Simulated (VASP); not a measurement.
# Mn (P6_3/mmc) in VASP: notebook

Mn is run at these levels: BLYP; tasks: single point.

Program: VASP 6.6.1. These are calculated values, not measurements. Logs are shortened: lines on timing, memory, paths and dates and some standing lists are left out, and cuts for length are marked.

### 1 The cell of the first run

The structure is hexagonal, space group P6_3/mmc (No. 194). The conventional cell has a = 2.517 Å, b = 2.517 Å, c = 4.053 Å, α = 90.00°, β = 90.00°, γ = 120.00°. Mn (site symmetry -6m2) has 12 Mn at 2.49 to 2.52 Å within 3.3 Å.

### 2 Single point, BLYP

The input, INCAR:

```
SYSTEM = Mn
  AGGAC = 1.0
  AGGAX = 1.0
  ALDAC = 0.0
  ALDAX = 1.0
  ALGO = Normal
  EDIFF = 1E-7
  ENCUT = 520
  GGA = B5
  ISIF = 2
  ISMEAR = -1
  LASPH = .True.
  LCHARG = .True.
  LELF = .True.
  LREAL = .False.
  LVHAR = .True.
  LWAVE = .False.
  NBANDS = 20
  NELM = 60
  PREC = Accurate
  SIGMA = 0.1
```

The input, KPOINTS:

```
k-points
0
Gamma
  16 16 9
  0 0 0
```

The input, POSCAR:

```
Mn
1.0
    2.5165361385      0.0000000000      0.0000000000
   -1.2582680692      2.1793842255      0.0000000000
    0.0000000000      0.0000000000      4.0526037082
Mn
2
Direct
    0.3333333333      0.6666666667      0.2500000000
    0.6666666667      0.3333333333      0.7500000000
```

Potentials or basis: VASP PAW PBE potentials, release 64 (Mn_pv).

Command:

```sh
$ cat potpaw_PBE.64/Mn_pv/POTCAR > POTCAR
$ mpirun -np 1 vasp_std > vasp.out
```

OUTCAR:

```text
SYSTEM = Mn
   EDIFF = 1E-7
   ENCUT = 520
   GGA = B5
   ISIF = 2
   ISMEAR = -1
   LASPH = .True.
   LREAL = .False.
   NELM = 60
   PREC = Accurate

 ion  position               nearest neighbor table
   1  0.333  0.667  0.250-   2 2.49   2 2.49   2 2.49   2 2.49   2 2.49   2 2.49
   2  0.667  0.333  0.750-   1 2.49   1 2.49   1 2.49   1 2.49   1 2.49   1 2.49

  LATTYP: Found a hexagonal cell.
 ALAT       =     2.5165361385
 C/A-ratio  =     1.6103896329

  Lattice vectors:

 A1 = (   2.5165361385,   0.0000000000,   0.0000000000)
 A2 = (  -1.2582680692,   2.1793842255,   0.0000000000)
 A3 = (   0.0000000000,   0.0000000000,   4.0526037082)

Analysis of symmetry for initial positions (statically):
=====================================================================
 Subroutine PRICEL returns:
 Original cell was already a primitive cell.

 Routine SETGRP: Setting up the symmetry group for a
 hexagonal supercell.

 Subroutine GETGRP returns: Found 24 space group operations
 (whereof 12 operations were pure point group operations)
 out of a pool of 24 trial point group operations.

The static configuration has the point symmetry D_3d.
 The point group associated with its full space group is D_6h.

Analysis of symmetry for dynamics (positions and initial velocities):
=====================================================================
 Subroutine PRICEL returns:
 Original cell was already a primitive cell.

 Routine SETGRP: Setting up the symmetry group for a
 hexagonal supercell.

 Subroutine GETGRP returns: Found 24 space group operations
 (whereof 12 operations were pure point group operations)
 out of a pool of 24 trial point group operations.

The dynamic configuration has the point symmetry D_3d.
 The point group associated with its full space group is D_6h.

 Subroutine INISYM returns: Found 24 space group operations
 (whereof 12 operations are pure point group operations),
 and found     1 'primitive' translations

----------------------------------------------------------------------------------------

                                     Primitive cell

  volume of cell :      22.2265

  direct lattice vectors                    reciprocal lattice vectors
     2.516536138  0.000000000  0.000000000     0.397371603  0.229422602  0.000000000
    -1.258268069  2.179384226  0.000000000     0.000000000  0.458845204  0.000000000
     0.000000000  0.000000000  4.052603708     0.000000000  0.000000000  0.246754944

  length of vectors
     2.516536138  2.516536138  4.052603708     0.458845204  0.458845204  0.246754944

  position of ions in fractional coordinates (direct lattice)
     0.333333333  0.666666667  0.250000000
     0.666666667  0.333333333  0.750000000

  ion indices of the primitive-cell ions
   primitive index   ion index
                 1           1
                 2           2

----------------------------------------------------------------------------------------

 KPOINTS: k-points

Automatic generation of k-mesh.
 Grid dimensions read from file:
 generate k-points for:   16   16    9

 Generating k-lattice:

  Cartesian coordinates                     Fractional coordinates (reciprocal lattice)
     0.024835725  0.014338913  0.000000000     0.062500000  0.000000000  0.000000000
     0.000000000  0.028677825  0.000000000     0.000000000  0.062500000  0.000000000
     0.000000000  0.000000000  0.027417216     0.000000000  0.000000000  0.111111111

  Length of vectors
     0.028677825  0.028677825  0.027417216

  Shift w.r.t. Gamma in fractional coordinates (k-lattice)
     0.000000000  0.000000000  0.000000000

 Subroutine IBZKPT returns following result:
 ===========================================

 Found    150 irreducible k-points:

 Following reciprocal coordinates:
            Coordinates               Weight
  0.000000  0.000000  0.000000      1.000000
  0.062500  0.000000  0.000000      6.000000
  0.125000  0.000000  0.000000      6.000000
  0.187500  0.000000  0.000000      6.000000
  0.250000  0.000000  0.000000      6.000000
  0.312500  0.000000  0.000000      6.000000
[... 16 lines left out ...]
  0.187500  0.187500  0.000000      6.000000
  0.250000  0.187500  0.000000     12.000000
 [... further k-points ...]
   k-points           NKPTS =    150   k-points in BZ     NKDIM =    150   number of bands    NBANDS=     20
   number of dos      NEDOS =    301   number of ions     NIONS =      2
   total plane-waves  NPLWV =  12000
   dimension x,y,z NGX =    20 NGY =   20 NGZ =   30
   dimension x,y,z NGXF=    40 NGYF=   40 NGZF=   60
   ions per type =               2
   NGX,Y,Z   is equivalent  to a cutoff of  13.21, 13.21, 12.31 a.u.
   NGXF,Y,Z  is equivalent  to a cutoff of  26.42, 26.42, 24.61 a.u.
 SYSTEM =  Mn
   PREC   = accura    normal or accurate (medium, high low for compatibility)
   ISTART =      0    job   : 0-new  1-cont  2-samecut
   ICHARG =      2    charge: 1-file 2-atom 10-const
   ISPIN  =      1    spin polarized calculation?
   LNONCOLLINEAR =      F non collinear calculations
   LSORBIT =      F    spin-orbit coupling
   LASPH  =      T    aspherical Exc in radial PAW
   ENCUT  =  520.0 eV  38.22 Ry    6.18 a.u.   4.68  4.68  7.54*2*pi/ulx,y,z
   NELM   =     60;   NELMIN=  2; NELMDL= -5     # of ELM steps
   EDIFF  = 0.1E-06   stopping-criterion for ELM
   LREAL  =      F    real-space projection
   EDIFFG = 0.1E-05   stopping-criterion for IOM
   NSW    =      0    number of steps for IOM
   IBRION =     -1    ionic relax: 0-MD 1-quasi-New 2-CG
   NFREE  =      0    steps in history (QN), initial steepest desc. (CG)
   ISIF   =      2    stress and relaxation
   ISYM   =      2    0-nonsym 1-usesym 2-fastsym
   POTIM  = 0.5000    time-step for ionic-motion
   TEBEG  =    0.0;   TEEND  =   0.0 temperature during run
   PSTRESS=    0.0 pullay stress
   NELECT =      26.0000    total number of electrons
   NUPDOWN=      -1.0000    fix difference up-down
   EMIN   =  10.00;   EMAX   =-10.00  energy-range for DOS
   EFERMI =   0.00;   METHOD = LEGACY
   ISMEAR =    -1;   SIGMA  =   0.10  broadening in eV -4-tet -1-fermi 0-gaus
   EFERMI_NEDOS =   21; number of points for ismear=-14 and -15
   IALGO  =     38    algorithm
   IMIX   =      4    mixing-type and parameters
     AMIX     =   0.40;   BMIX     =  1.00
     AMIX_MAG =   1.60;   BMIX_MAG =  1.00
  volume/ion in A,a.u.               =      11.11        75.00
  Fermi-wavevector in a.u.,A,eV,Ry     =   1.724946  3.259676 40.483315  2.975440
  Thomas-Fermi vector in A             =   2.800539
   LORBIT       =      0    0 simple, 1 ext, 2 COOP (PROOUT), +10 PAW based schemes
   GGA     = B5    functional components
   LHFCALC =     F    Hartree Fock is set to
   AEXX    =    0.0000 exact exchange contribution
   IVDW    =     0    specifies the selected vdW correction
   LEPSILON=     F    determine dielectric tensor
   LRPA    =     F    only Hartree local field effects (RPA)
 non-spin polarized calculation
  energy-cutoff  :      520.00
  volume of cell :       22.23
 maximum number of plane-waves:       612
 NGX is ok and might be reduce to    20
   NGX =  9   NGY =  9   NGZ = 15

 number of electron      26.0000026 magnetization

 Free energy of the ion-electron system (eV)
  ---------------------------------------------------
  ext. energy  EPLUGINS =         0.00000000
  ---------------------------------------------------
  free energy    TOTEN  =       -15.60183735 eV

  energy without entropy =      -15.50117221  energy(sigma->0) =      -15.55150478

 E-fermi :  10.3868     XC(G=0): -13.2328

 val. band max:       10.3845050220   @ k =   0.3125   0.1250   0.4444
 cond. band min:      10.3991047552   @ k =   0.1250   0.1250   0.2222
 fundamental gap:      0.0145997332
 Fermi energy:        10.3867558187

 k-point     1 :       0.0000    0.0000    0.0000
  band No.  band energies     occupation
      1     -37.6644      2.00000
      2     -37.0736      2.00000
      3     -37.0736      2.00000
      4     -36.9752      2.00000
      5     -36.9752      2.00000
      6     -36.9531      2.00000
[... 12 lines left out ...]
     19      19.4258      0.00000
     20      31.1657      0.00000

 k-point     2 :       0.0625    0.0000    0.0000
  band No.  band energies     occupation
      1     -37.6555      2.00000
      2     -37.0927      2.00000
      3     -37.0798      2.00000
      4     -36.9951      2.00000
      5     -36.9780      2.00000
      6     -36.9565      2.00000
[... 12 lines left out ...]
     19      19.4283      0.00000
     20      30.8650      0.00000

 k-point     3 :       0.1250    0.0000    0.0000
  band No.  band energies     occupation
      1     -37.6297      2.00000
      2     -37.1472      2.00000
      3     -37.0973      2.00000
      4     -37.0512      2.00000
      5     -36.9863      2.00000
      6     -36.9671      2.00000
[... 12 lines left out ...]
     19      19.4414      0.00000
     20      29.4214      0.00000

 k-point     4 :       0.1875    0.0000    0.0000
  band No.  band energies     occupation
      1     -37.5891      2.00000
      2     -37.2293      2.00000
      3     -37.1336      2.00000
      4     -37.1227      2.00000
      5     -36.9993      2.00000
      6     -36.9848      2.00000
[... 12 lines left out ...]
     19      19.4785      0.00000
     20      27.0847      0.00000

 k-point     5 :       0.2500    0.0000    0.0000
  band No.  band energies     occupation
      1     -37.5372      2.00000
      2     -37.3268      2.00000
      3     -37.2286      2.00000
      4     -37.1519      2.00000
      5     -37.0153      2.00000
      6     -37.0096      2.00000
[... 12 lines left out ...]
     19      19.5384      0.00000
     20      24.6596      0.00000
[... 353 lines left out ...]
      6     -37.1039      2.00000
[... 12 lines left out ...]
     19      21.5498      0.00000
     20      22.2309      0.00000

 k-point    22 :       0.4375    0.1250    0.0000
  band No.  band energies     occupation
      1     -37.5608      2.00000
      2     -37.4453      2.00000
      3     -37.3327      2.00000
      4     -37.2660      2.00000
      5     -37.1382      2.00000
      6     -37.1084      2.00000
[... 12 lines left out ...]
     19      22.3196      0.00000
     20      22.6870      0.00000

 k-point    23 :       0.1875    0.1875    0.0000
  band No.  band energies     occupation
      1     -37.4644      2.00000
      2     -37.3739      2.00000
      3     -37.3715      2.00000
      4     -37.1822      2.00000
      5     -37.0866      2.00000
      6     -37.0491      2.00000
[... 12 lines left out ...]
     19      19.8878      0.00000
     20      23.5568      0.00000

 k-point    24 :       0.2500    0.1875    0.0000
  band No.  band energies     occupation
      1     -37.4473      2.00000
      2     -37.4085      2.00000
      3     -37.4025      2.00000
      4     -37.2276      2.00000
      5     -37.1214      2.00000
      6     -37.0837      2.00000
[... 12 lines left out ...]
     19      20.0061      0.00000
     20      21.8883      0.00000

 [... further k-points ...]
[... 5 lines left out ...]
  --------------------------------------------------------------------------------------
  -------------------------------------------------------------------------------------
  Total        0.0180856      0.0180856      0.0022778      0.0000000      0.0000000      0.0000000
  in kB        1.3036866      1.3036866      0.1641953      0.0000000      0.0000000      0.0000000
  external PRESSURE =       0.9238561 kB  Pullay stress =       0.0000000 kB

 VOLUME and BASIS-vectors are now :
 -----------------------------------------------------------------------------
  energy-cutoff  :      520.00
  volume of cell :       22.23
      direct lattice vectors                 reciprocal lattice vectors
     2.516536138  0.000000000  0.000000000     0.397371603  0.229422602  0.000000000
    -1.258268069  2.179384226  0.000000000     0.000000000  0.458845204  0.000000000
     0.000000000  0.000000000  4.052603708     0.000000000  0.000000000  0.246754944

 POSITION                                       TOTAL-FORCE (eV/Angst)
 -----------------------------------------------------------------------------------
     -0.00000      1.45292      1.01315         0.000000     -0.000000      0.000000
      1.25827      0.72646      3.03945        -0.000000      0.000000      0.000000
 -----------------------------------------------------------------------------------
    total drift:                               -0.000000      0.000000     -0.000000

  FREE ENERGIE OF THE ION-ELECTRON SYSTEM (eV)
  ---------------------------------------------------
  free  energy   TOTEN  =       -15.6018373497 eV

  energy  without entropy=      -15.5011722101  energy(sigma->0) =      -15.55150478
```

Run time: 72 s. Hardware: 1 thread of AMD EPYC 7R13 (Zen 3), shared host; peak memory 0.14 GiB.

Results:

| Item | Value |
| --- | --- |
| Free energy | -15.6018 eV |
| Pressure | 0.1 GPa |
| Band gap on the k mesh | zero (band 13 reaches 11.30 eV, above the bottom of band 14 at 9.43 eV) |

Stress tensor (GPa, compression positive):
```
0.13 0.00 0.00
0.00 0.13 0.00
0.00 0.00 0.02
```

Caveat: the PAW data sets were made with another functional, which shifts forces and pressure a little; the run has no spin polarisation, though such a crystal can be magnetic.

### 3 Single point, BLYP (volume scaled by 1.04)

The input, INCAR:

```
SYSTEM = Mn
PREC = Accurate ; ENCUT = 520
EDIFF = 1E-7 ; ISMEAR = -1
SIGMA = 0.1 ; LREAL = .False.
LASPH = .True. ; NELM = 100
ALGO = Normal ; ISIF = 2
LWAVE = .False. ; LCHARG = .False.
GGA = B5 ; ALDAX = 1.0
AGGAX = 1.0 ; AGGAC = 1.0
ALDAC = 0.0 ; NBANDS = 20
```

The input, KPOINTS:

```
regular mesh
0
Gamma
  16 16 9
  0 0 0
```

The input, POSCAR:

```
Mn
1.0
    2.5496522538      0.0000000000      0.0000000000
   -1.2748261269      2.2080636226      0.0000000000
    0.0000000000      0.0000000000      4.1059335569
Mn
2
Direct
    0.3333333333      0.6666666667      0.2500000000
    0.6666666667      0.3333333333      0.7500000000
```

Potentials or basis: VASP PAW PBE potentials, release 64 (Mn_pv).

Command:

```sh
$ cat potpaw_PBE.64/Mn_pv/POTCAR > POTCAR
$ mpirun -np 1 vasp_std > vasp.out
```

Wall time 81 s (1 thread of AMD EPYC 7R13 (Zen 3), shared host); peak memory 0.14 GiB.

It converged, with:

| Quantity | Value |
| --- | --- |
| Free energy | -15.5768 eV |
| Pressure | -8.9 GPa |
| Band gap on the k mesh | zero (band 13 reaches 10.72 eV, above the bottom of band 14 at 8.96 eV) |

Stress tensor (GPa, compression positive):
```
-8.83  0.00  0.00
 0.00 -8.83  0.00
 0.00  0.00 -9.08
```

Levels at points of the mesh, in eV from the Fermi level:
| k point | band 10 | band 11 | band 12 | band 13 | band 14 | band 15 | band 16 | band 17 |
| --- | --- | --- | --- | --- | --- | --- | --- | --- |
| (0.00, 0.00, 0.00) | -0.87 | -0.86 | -0.45 | -0.45 | 0.00 | 0.00 | 0.97 | 1.43 |
| (0.50, 0.00, 0.00) | -1.16 | -1.07 | -0.81 | -0.37 | 1.58 | 1.75 | 1.78 | 3.31 |

Caveat: the PAW data sets were made with another functional, which shifts forces and pressure a little; the run has no spin polarisation, though such a crystal can be magnetic. Spin polarisation is off, so any magnetic state and its effect on volume and gap are missing.

### 4 Single point, BLYP (volume scaled by 1.08)

The input, INCAR:

```
  AGGAC = 1.0
  AGGAX = 1.0
  ALDAC = 0.0
  ALDAX = 1.0
  ALGO = Normal
  EDIFF = 1E-6
  ENCUT = 520
  GGA = B5
  ISIF = 2
  ISMEAR = -1
  LASPH = True
  LCHARG = False
  LREAL = False
  LWAVE = False
  NBANDS = 20
  NELM = 80
  PREC = Accurate
  SIGMA = 0.1
```

The input, KPOINTS:

```
k-points
0
Gamma
  16 16 9
```

The input, POSCAR:

```
Mn
1.0
    2.5819297595      0.0000000000      0.0000000000
   -1.2909648797      2.2360167625      0.0000000000
    0.0000000000      0.0000000000      4.1579129175
Mn
2
Direct
    0.3333333333      0.6666666667      0.2500000000
    0.6666666667      0.3333333333      0.7500000000
```

Command:

```sh
$ cat potpaw_PBE.64/Mn_pv/POTCAR > POTCAR
$ mpirun -np 1 vasp_std > vasp.out
```

It used 63 s of CPU time on 1 thread of AMD EPYC 7R13 Processor (Zen 3), with other jobs on the host.

Results (log left out):

- Free energy: -15.5070 eV
- Pressure: -16.2 GPa
- Band gap on the k mesh: zero (band 13 reaches 10.19 eV, above the bottom of band 14 at 8.52 eV)

Stress tensor (GPa, compression positive):
```
-16.02   0.00   0.00
  0.00 -16.02   0.00
  0.00   0.00 -16.41
```

Levels at points of the mesh, in eV from the Fermi level:
```
           k point  band 11  band 12  band 13  band 14  band 15  band 16
(0.00, 0.00, 0.00)    -0.81    -0.43    -0.43     0.00     0.00     0.93
(0.50, 0.00, 0.00)    -1.01    -0.77    -0.36     1.50     1.66     1.69
```

Caveat: the PAW data sets were made with another functional, which shifts forces and pressure a little; the run has no spin polarisation, though such a crystal can be magnetic.

### 5 Single point, BLYP (volume scaled by 1.12)

The input, INCAR:

```
PREC = Accurate ; ENCUT = 520
EDIFF = 1E-6 ; ISMEAR = -1
SIGMA = 0.1 ; LREAL = False
LASPH = True ; NELM = 60
ALGO = Normal ; ISIF = 2
LWAVE = False ; LCHARG = False
GGA = B5 ; ALDAX = 1.0
AGGAX = 1.0 ; AGGAC = 1.0
ALDAC = 0.0 ; NBANDS = 20
```

The input, KPOINTS:

```
regular mesh
0
Gamma
  16 16 9
```

The input, POSCAR:

```
Mn
1.0
    2.6134198112      0.0000000000      0.0000000000
   -1.3067099056      2.2632879473      0.0000000000
    0.0000000000      0.0000000000      4.2086241704
Mn
2
Direct
    0.3333333333      0.6666666667      0.2500000000
    0.6666666667      0.3333333333      0.7500000000
```

Command:

```sh
$ cat potpaw_PBE.64/Mn_pv/POTCAR > POTCAR
$ mpirun -np 1 vasp_std > vasp.out
```

Run time: 1.7 min. Hardware: 1 thread of AMD EPYC 7R13 (Zen 3), shared host; peak memory 0.15 GiB.

It converged, with:

- Free energy: -15.4015 eV
- Pressure: -21.9 GPa
- Band gap on the k mesh: zero (band 13 reaches 9.69 eV, above the bottom of band 14 at 8.10 eV)

Stress tensor (GPa, compression positive):
```
-21.72   0.00   0.00
  0.00 -21.72   0.00
  0.00   0.00 -22.21
```

Levels at points of the mesh, in eV from the Fermi level:
```
           k point  band 11  band 12  band 13  band 14  band 15  band 16
(0.00, 0.00, 0.00)    -0.77    -0.41    -0.41     0.00     0.00     0.89
(0.50, 0.00, 0.00)    -0.96    -0.74    -0.34     1.42     1.57     1.60
```

Caveat: the PAW data sets were made with another functional, which shifts forces and pressure a little; the run has no spin polarisation, though such a crystal can be magnetic. Spin polarisation is off, so any magnetic state and its effect on volume and gap are missing.

### 6 Overview

```tsv
cell	gap on the mesh (eV)	pressure (GPa)
a = 2.517, b = 2.517, c = 4.053 Å, angles 90.0, 90.0, 120.0°, 2 atoms	none	0.1
a = 2.550, b = 2.550, c = 4.106 Å, angles 90.0, 90.0, 120.0°, 2 atoms	none	-8.9
a = 2.582, b = 2.582, c = 4.158 Å, angles 90.0, 90.0, 120.0°, 2 atoms	none	-16.2
a = 2.613, b = 2.613, c = 4.209 Å, angles 90.0, 90.0, 120.0°, 2 atoms	none	-21.9
```

Alike in all rows: task single point; level BLYP; potentials or basis VASP PAW PBE potentials, release 64 (Mn_pv); no spin polarisation; k mesh 16 × 16 × 9; cutoff (eV) 520; smearing fermi-dirac 0.1 eV.

Caveats: the PAW data sets were made with another functional, which shifts forces and pressure a little; the run has no spin polarisation, though such a crystal can be magnetic.

Absolute energies hang on the potentials; compare differences alone.
